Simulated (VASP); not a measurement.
# MgS (I4mm) in VASP: notebook

MgS is run at these levels: PBE; tasks: single point.

All numbers are computed with VASP 6.6.1; they aren't measurements. Logs are shortened: lines on timing, memory, paths and dates and some standing lists are left out, and cuts for length are marked.

### 1 The cell of the first run

Symmetry: I4mm, No. 107, tetragonal system. The conventional cell has a = 3.679 Å, b = 3.679 Å, c = 5.203 Å, α = 90.00°, β = 90.00°, γ = 90.00°. Within 3.2 Å of Mg (site symmetry 4mm) lie 6 S at 2.40 to 2.80 Å. S (site symmetry 4mm) has 6 Mg at 2.40 to 2.80 Å within 3.2 Å.

### 2 Single point, PBE

File INCAR:

```
PREC = Accurate ; ENCUT = 520
EDIFF = 1E-7 ; ISMEAR = 0
SIGMA = 0.05 ; LREAL = F
LASPH = T ; NELM = 60
ALGO = Normal ; ISIF = 2
LWAVE = F ; LCHARG = F
GGA = PE ; NBANDS = 11
```

File KPOINTS:

```
Automatic mesh
0
Gamma
  8 8 8
```

File POSCAR:

```
MgS
1.0
    0.0000000000      2.6016500000      2.6016500000
    2.6016500000      0.0000000000      2.6016500000
    2.6016500000      2.6016500000      0.0000000000
Mg S
1 1
Direct
    0.0000000000      0.0000000000      0.0000000000
    0.5384371457      0.5384371457      0.4615628543
```

Potentials or basis: VASP PAW PBE potentials, release 64 (Mg, S).

The run is started by

```bash
cat potpaw_PBE.64/Mg/POTCAR potpaw_PBE.64/S/POTCAR > POTCAR
mpirun -np 1 vasp_std > vasp.out
```

OUTCAR:

```text
PREC = Accurate
   ENCUT = 520
   EDIFF = 1E-7
   ISMEAR = 0
   LREAL = F
   LASPH = T
   NELM = 60
   ISIF = 2
   GGA = PE

 ion  position               nearest neighbor table
   1  0.000  0.000  0.000-   2 2.40   2 2.61   2 2.61   2 2.61   2 2.61   2 2.80
   2  0.538  0.538  0.462-   1 2.40   1 2.61   1 2.61   1 2.61   1 2.61   1 2.80

  LATTYP: Found a face centered cubic cell.
 ALAT       =     5.2033000000

  Lattice vectors:

 A1 = (   0.0000000000,   2.6016500000,   2.6016500000)
 A2 = (   2.6016500000,   0.0000000000,   2.6016500000)
 A3 = (   2.6016500000,   2.6016500000,   0.0000000000)

Analysis of symmetry for initial positions (statically):
=====================================================================
 Subroutine PRICEL returns:
 Original cell was already a primitive cell.

 Routine SETGRP: Setting up the symmetry group for a
 face centered cubic supercell.

 Subroutine GETGRP returns: Found  8 space group operations
 (whereof  8 operations were pure point group operations)
 out of a pool of 48 trial point group operations.

The static configuration has the point symmetry C_4v.

Analysis of symmetry for dynamics (positions and initial velocities):
=====================================================================
 Subroutine PRICEL returns:
 Original cell was already a primitive cell.

 Routine SETGRP: Setting up the symmetry group for a
 face centered cubic supercell.

 Subroutine GETGRP returns: Found  8 space group operations
 (whereof  8 operations were pure point group operations)
 out of a pool of 48 trial point group operations.

The dynamic configuration has the point symmetry C_4v.

 Subroutine INISYM returns: Found  8 space group operations
 (whereof  8 operations are pure point group operations),
 and found     1 'primitive' translations

----------------------------------------------------------------------------------------

                                     Primitive cell

  volume of cell :      35.2190

  direct lattice vectors                    reciprocal lattice vectors
     0.000000000  2.601650000  2.601650000    -0.192185728  0.192185728  0.192185728
     2.601650000  0.000000000  2.601650000     0.192185728 -0.192185728  0.192185728
     2.601650000  2.601650000  0.000000000     0.192185728  0.192185728 -0.192185728

  length of vectors
     3.679288715  3.679288715  3.679288715     0.332875446  0.332875446  0.332875446

  position of ions in fractional coordinates (direct lattice)
     0.000000000  0.000000000  0.000000000
     0.538437146  0.538437146  0.461562854

  ion indices of the primitive-cell ions
   primitive index   ion index
                 1           1
                 2           2

----------------------------------------------------------------------------------------

 KPOINTS: Automatic mesh

Automatic generation of k-mesh.
 Grid dimensions read from file:
 generate k-points for:    8    8    8

 Generating k-lattice:

  Cartesian coordinates                     Fractional coordinates (reciprocal lattice)
    -0.024023216  0.024023216  0.024023216     0.125000000  0.000000000  0.000000000
     0.024023216 -0.024023216  0.024023216     0.000000000  0.125000000  0.000000000
     0.024023216  0.024023216 -0.024023216     0.000000000  0.000000000  0.125000000

  Length of vectors
     0.041609431  0.041609431  0.041609431

  Shift w.r.t. Gamma in fractional coordinates (k-lattice)
     0.000000000  0.000000000  0.000000000

 Subroutine IBZKPT returns following result:
 ===========================================

 Found     59 irreducible k-points:

 Following reciprocal coordinates:
            Coordinates               Weight
  0.000000  0.000000  0.000000      1.000000
  0.125000  0.000000  0.000000      8.000000
  0.250000  0.000000  0.000000      8.000000
  0.375000  0.000000  0.000000      8.000000
  0.500000  0.000000  0.000000      4.000000
  0.125000  0.125000  0.000000      2.000000
[... 16 lines left out ...]
  0.000000  0.375000  0.250000     16.000000
  0.500000  0.250000  0.000000      8.000000
 [... further k-points ...]
   k-points           NKPTS =     59   k-points in BZ     NKDIM =     59   number of bands    NBANDS=     11
   number of dos      NEDOS =    301   number of ions     NIONS =      2
   total plane-waves  NPLWV =  21952
   dimension x,y,z NGX =    28 NGY =   28 NGZ =   28
   dimension x,y,z NGXF=    56 NGYF=   56 NGZF=   56
   ions per type =               1   1
   NGX,Y,Z   is equivalent  to a cutoff of  12.65, 12.65, 12.65 a.u.
   NGXF,Y,Z  is equivalent  to a cutoff of  25.30, 25.30, 25.30 a.u.
 SYSTEM =  unknown system
   PREC   = accura    normal or accurate (medium, high low for compatibility)
   ISTART =      0    job   : 0-new  1-cont  2-samecut
   ICHARG =      2    charge: 1-file 2-atom 10-const
   ISPIN  =      1    spin polarized calculation?
   LNONCOLLINEAR =      F non collinear calculations
   LSORBIT =      F    spin-orbit coupling
   LASPH  =      T    aspherical Exc in radial PAW
   ENCUT  =  520.0 eV  38.22 Ry    6.18 a.u.   6.84  6.84  6.84*2*pi/ulx,y,z
   NELM   =     60;   NELMIN=  2; NELMDL= -5     # of ELM steps
   EDIFF  = 0.1E-06   stopping-criterion for ELM
   LREAL  =      F    real-space projection
   EDIFFG = 0.1E-05   stopping-criterion for IOM
   NSW    =      0    number of steps for IOM
   IBRION =     -1    ionic relax: 0-MD 1-quasi-New 2-CG
   NFREE  =      0    steps in history (QN), initial steepest desc. (CG)
   ISIF   =      2    stress and relaxation
   ISYM   =      2    0-nonsym 1-usesym 2-fastsym
   POTIM  = 0.5000    time-step for ionic-motion
   TEBEG  =    0.0;   TEEND  =   0.0 temperature during run
   PSTRESS=    0.0 pullay stress
   NELECT =       8.0000    total number of electrons
   NUPDOWN=      -1.0000    fix difference up-down
   EMIN   =  10.00;   EMAX   =-10.00  energy-range for DOS
   EFERMI =   0.00;   METHOD = LEGACY
   ISMEAR =     0;   SIGMA  =   0.05  broadening in eV -4-tet -1-fermi 0-gaus
   EFERMI_NEDOS =   21; number of points for ismear=-14 and -15
   IALGO  =     38    algorithm
   IMIX   =      4    mixing-type and parameters
     AMIX     =   0.40;   BMIX     =  1.00
     AMIX_MAG =   1.60;   BMIX_MAG =  1.00
  volume/ion in A,a.u.               =      17.61       118.83
  Fermi-wavevector in a.u.,A,eV,Ry     =   0.998878  1.887606 13.575323  0.997758
  Thomas-Fermi vector in A             =   2.131131
   LORBIT       =      0    0 simple, 1 ext, 2 COOP (PROOUT), +10 PAW based schemes
   GGA     = PE    functional components
   LHFCALC =     F    Hartree Fock is set to
   AEXX    =    0.0000 exact exchange contribution
   IVDW    =     0    specifies the selected vdW correction
   LEPSILON=     F    determine dielectric tensor
   LRPA    =     F    only Hartree local field effects (RPA)
 non-spin polarized calculation
 Gauss-broadening in eV      SIGMA  =   0.05
  energy-cutoff  :      520.00
  volume of cell :       35.22
 maximum number of plane-waves:       960
   NGX = 13   NGY = 13   NGZ = 13

 number of electron       8.0000000 magnetization

 Free energy of the ion-electron system (eV)
  ---------------------------------------------------
  ext. energy  EPLUGINS =         0.00000000
  ---------------------------------------------------
  free energy    TOTEN  =        -8.43908741 eV

  energy without entropy =       -8.43908741  energy(sigma->0) =       -8.43908741

 E-fermi :   3.9805     XC(G=0):  -9.6775

 val. band max:        3.7180487007   @ k =   0.0000   0.0000   0.0000
 cond. band min:       6.5035980839   @ k =   0.0000   0.5000   0.5000
 fundamental gap:      2.7855493832
 Fermi energy:         3.9804876237

 k-point     1 :       0.0000    0.0000    0.0000
  band No.  band energies     occupation
      1      -8.9547      2.00000
      2       3.6535      2.00000
      3       3.7180      2.00000
      4       3.7180      2.00000
      5       7.4192      0.00000
      6      11.6569      0.00000
      7      11.6569      0.00000
      8      11.7240      0.00000
      9      14.0975      0.00000
     10      14.2064      0.00000
     11      16.1831      0.00000

 k-point     2 :       0.1250    0.0000    0.0000
  band No.  band energies     occupation
      1      -8.8043      2.00000
      2       2.6552      2.00000
      3       3.5803      2.00000
      4       3.6183      2.00000
      5       8.2162      0.00000
      6      11.3248      0.00000
      7      11.9051      0.00000
      8      11.9661      0.00000
      9      13.4568      0.00000
     10      13.5711      0.00000
     11      16.3978      0.00000

 k-point     3 :       0.2500    0.0000    0.0000
  band No.  band energies     occupation
      1      -8.3978      2.00000
      2       0.9087      2.00000
      3       3.3637      2.00000
      4       3.4008      2.00000
      5       8.6734      0.00000
      6      11.5465      0.00000
      7      11.5591      0.00000
      8      12.0085      0.00000
      9      13.9972      0.00000
     10      14.1065      0.00000
     11      15.6020      0.00000

 k-point     4 :       0.3750    0.0000    0.0000
  band No.  band energies     occupation
      1      -7.9026      2.00000
      2      -0.5264      2.00000
      3       3.1730      2.00000
      4       3.2090      2.00000
      5       8.4037      0.00000
      6      10.8850      0.00000
      7      10.9337      0.00000
      8      13.4018      0.00000
      9      15.2980      0.00000
     10      15.9230      0.00000
     11      16.0654      0.00000

 k-point     5 :       0.5000    0.0000    0.0000
  band No.  band energies     occupation
      1      -7.6571      2.00000
      2      -1.1014      2.00000
      3       3.0999      2.00000
      4       3.1357      2.00000
      5       8.2649      0.00000
      6      10.6388      0.00000
      7      10.6901      0.00000
      8      13.7447      0.00000
      9      15.8789      0.00000
     10      17.8912      0.00000
     11      18.1465      0.00000
[... 211 lines left out ...]
 k-point    21 :       0.0000    0.2500    0.2500
  band No.  band energies     occupation
      1      -8.2229      2.00000
      2       1.1697      2.00000
      3       2.7165      2.00000
      4       2.7552      2.00000
      5       8.7363      0.00000
      6       9.3224      0.00000
      7      11.9550      0.00000
      8      13.8453      0.00000
      9      13.9595      0.00000
     10      15.2038      0.00000
     11      18.9214      0.00000

 k-point    22 :       0.3750    0.2500    0.0000
  band No.  band energies     occupation
      1      -7.8412      2.00000
      2       0.3111      2.00000
      3       2.2436      2.00000
      4       2.5250      2.00000
      5       8.1919      0.00000
      6       9.4174      0.00000
      7      12.3669      0.00000
      8      13.5716      0.00000
      9      15.4204      0.00000
     10      16.7311      0.00000
     11      19.2210      0.00000

 k-point    23 :       0.0000    0.3750    0.2500
  band No.  band energies     occupation
      1      -7.8419      2.00000
      2       0.3251      2.00000
      3       2.2369      2.00000
      4       2.5107      2.00000
      5       8.2034      0.00000
      6       9.3775      0.00000
      7      12.3489      0.00000
      8      13.5978      0.00000
      9      15.4210      0.00000
     10      16.7847      0.00000
     11      19.1787      0.00000

 k-point    24 :       0.5000    0.2500    0.0000
  band No.  band energies     occupation
      1      -7.4923      2.00000
      2      -0.3203      2.00000
      3       1.5096      2.00000
      4       2.5207      2.00000
      5       8.1367      0.00000
      6      10.4776      0.00000
      7      12.5089      0.00000
      8      12.7220      0.00000
      9      16.3751      0.00000
     10      18.1799      0.00000
     11      19.2227      0.00000

 [... further k-points ...]
[... 5 lines left out ...]
  --------------------------------------------------------------------------------------
  -------------------------------------------------------------------------------------
  Total        0.1220431      0.1220431      1.2412126      0.0000000      0.0000000      0.0000000
  in kB        5.5519725      5.5519725     56.4651057      0.0000000      0.0000000      0.0000000
  external PRESSURE =      22.5230169 kB  Pullay stress =       0.0000000 kB

 VOLUME and BASIS-vectors are now :
 -----------------------------------------------------------------------------
  energy-cutoff  :      520.00
  volume of cell :       35.22
      direct lattice vectors                 reciprocal lattice vectors
     0.000000000  2.601650000  2.601650000    -0.192185728  0.192185728  0.192185728
     2.601650000  0.000000000  2.601650000     0.192185728 -0.192185728  0.192185728
     2.601650000  2.601650000  0.000000000     0.192185728  0.192185728 -0.192185728

 POSITION                                       TOTAL-FORCE (eV/Angst)
 -----------------------------------------------------------------------------------
      0.00000      0.00000      0.00000         0.000000      0.000000      0.698487
      2.60165      2.60165      2.80165         0.000000      0.000000     -0.698487
 -----------------------------------------------------------------------------------
    total drift:                                0.000000      0.000000      0.000079

  FREE ENERGIE OF THE ION-ELECTRON SYSTEM (eV)
  ---------------------------------------------------
  free  energy   TOTEN  =        -8.4390874145 eV

  energy  without entropy=       -8.4390874145  energy(sigma->0) =       -8.43908741
```

It took 11 s on 1 thread of Intel Xeon 6975P-C (Granite Rapids), shared host; peak memory 0.16 GiB.

Results:

- Free energy: -8.4391 eV
- Pressure: 2.3 GPa
- Largest force: 0.698 eV/Å
- Band gap on the k mesh: 2.79 eV, indirect (least direct gap 3.70 eV)

Forces in eV/Å, atoms in the order of the input:
```
Mg   0.000  0.000  0.698
S    0.000  0.000 -0.698
```

Stress tensor (GPa, compression positive):
```
0.56 0.00 0.00
0.00 0.56 0.00
0.00 0.00 5.65
```

Levels at points of the mesh, in eV from the valence-band top:
```
           k point  band 1  band 2  band 3  band 4  band 5  band 6  band 7  band 8  band 9
(0.00, 0.00, 0.00)  -12.67   -0.06    0.00    0.00    3.70    7.94    7.94    8.01   10.38
(0.50, 0.00, 0.00)  -11.38   -4.82   -0.62   -0.58    4.55    6.92    6.97   10.03   12.16
(0.50, 0.50, 0.00)  -11.00   -4.20   -1.68   -1.68    2.80    4.41   11.94   12.90   13.40
(0.00, 0.50, 0.50)  -11.00   -4.18   -1.71   -1.67    2.79    4.38   12.01   12.82   13.41
```

Caveat: the cell differs from its parent crystal (all S atoms moved -0.200 Å, as atom 2 towards its neighbour atom 1 (Mg) at 2.602 Å). A k mesh can miss the band edges.

### 3 Single point, PBE

File INCAR:

```
SYSTEM = MgS
PREC = Accurate
ENCUT = 520
EDIFF = 1E-6
ISMEAR = 0
SIGMA = 0.05
LREAL = .False.
LASPH = .True.
NELM = 80
ALGO = Normal
ISIF = 2
LWAVE = .False.
LCHARG = .True.
GGA = PE
LELF = .True.
LVHAR = .True.
NBANDS = 11
```

File KPOINTS:

```
Automatic mesh
0
Gamma
  8 8 8
  0 0 0
```

POSCAR, as its differences from that of step 2:

```diff
@@ -9,2 +9,2 @@
     0.0000000000      0.0000000000      0.0000000000
-    0.5384371457      0.5384371457      0.4615628543
+    0.4711721408      0.4711721408      0.5288278592
```

Potentials or basis: VASP PAW PBE potentials, release 64 (Mg, S).

The run is started by

```bash
cat potpaw_PBE.64/Mg/POTCAR potpaw_PBE.64/S/POTCAR > POTCAR
mpirun -np 1 vasp_std > vasp.out
```

Run time: 12 s. Hardware: 1 thread of Intel Xeon 6975P-C (Granite Rapids), shared host; peak memory 0.17 GiB.

Results (log left out):

```
Free energy            : -8.4683 eV
Pressure               : 1.6 GPa
Largest force          : 0.477 eV/Å
Band gap on the k mesh : 2.78 eV, indirect (least direct gap 3.70 eV)
```

Forces on the atoms (eV/Å):
```
Mg   0.000  0.000 -0.477
S    0.000  0.000  0.477
```

Stress tensor (GPa, compression positive):
```
0.68 0.00 0.00
0.00 0.68 0.00
0.00 0.00 3.52
```

Levels at points of the mesh, in eV from the valence-band top:
| k point | band 2 | band 3 | band 4 | band 5 | band 6 | band 7 |
| --- | --- | --- | --- | --- | --- | --- |
| (0.00, 0.00, 0.00) | -0.04 | 0.00 | 0.00 | 3.70 | 7.95 | 7.95 |
| (0.50, 0.00, 0.00) | -4.82 | -0.61 | -0.59 | 4.55 | 6.91 | 6.94 |
| (0.50, 0.50, 0.00) | -4.20 | -1.68 | -1.68 | 2.79 | 4.40 | 11.96 |
| (0.00, 0.50, 0.50) | -4.19 | -1.70 | -1.68 | 2.78 | 4.39 | 12.01 |

Caveat: the cell differs from its parent crystal (all S atoms moved +0.150 Å, as atom 2 towards its neighbour atom 1 (Mg) at 2.602 Å). A k mesh can miss the band edges.

### 4 Single point, PBE

File INCAR:

```
SYSTEM = MgS
ALGO = Normal
EDIFF = 1E-6
ENCUT = 520
GGA = PE
ISIF = 2
ISMEAR = 0
LASPH = .TRUE.
LCHARG = .FALSE.
LREAL = .FALSE.
LWAVE = .FALSE.
NBANDS = 11
NELM = 100
PREC = Accurate
SIGMA = 0.05
```

File KPOINTS:

```
k-points
0
G
  8 8 8
  0 0 0
```

POSCAR, as its differences from that of step 3:

```diff
@@ -9,2 +9,2 @@
     0.0000000000      0.0000000000      0.0000000000
-    0.4711721408      0.4711721408      0.5288278592
+    0.4663674975      0.4663674975      0.5336325025
```

The run is started by

```bash
cat potpaw_PBE.64/Mg/POTCAR potpaw_PBE.64/S/POTCAR > POTCAR
mpirun -np 1 vasp_std > vasp.out
```

Wall time 9.2 s (1 thread of Intel Xeon 6975P-C (Granite Rapids), shared host); peak memory 0.17 GiB.

Results (log left out):

```yaml
Free_energy: -8.4551 eV
Pressure: 1.9 GPa
Largest_force: 0.582 eV/Å
Band_gap_on_the_k_mesh: 2.78 eV, indirect (least direct gap 3.70 eV)
```

Forces in eV/Å, atoms in the order of the input:
```
Mg   0.000  0.000 -0.582
S    0.000  0.000  0.582
```

Stress tensor (GPa, compression positive):
```
0.62 0.00 0.00
0.00 0.62 0.00
0.00 0.00 4.50
```

Levels at points of the mesh, in eV from the valence-band top:
| k point | band 2 | band 3 | band 4 | band 5 | band 6 | band 7 |
| --- | --- | --- | --- | --- | --- | --- |
| (0.00, 0.00, 0.00) | -0.05 | 0.00 | 0.00 | 3.70 | 7.94 | 7.94 |
| (0.50, 0.00, 0.00) | -4.82 | -0.61 | -0.58 | 4.55 | 6.92 | 6.96 |
| (0.50, 0.50, 0.00) | -4.20 | -1.68 | -1.68 | 2.79 | 4.40 | 11.95 |
| (0.00, 0.50, 0.50) | -4.19 | -1.70 | -1.68 | 2.78 | 4.38 | 12.01 |

Caveat: the cell differs from its parent crystal (all S atoms moved +0.175 Å, as atom 2 towards its neighbour atom 1 (Mg) at 2.602 Å). A k mesh can miss the band edges.
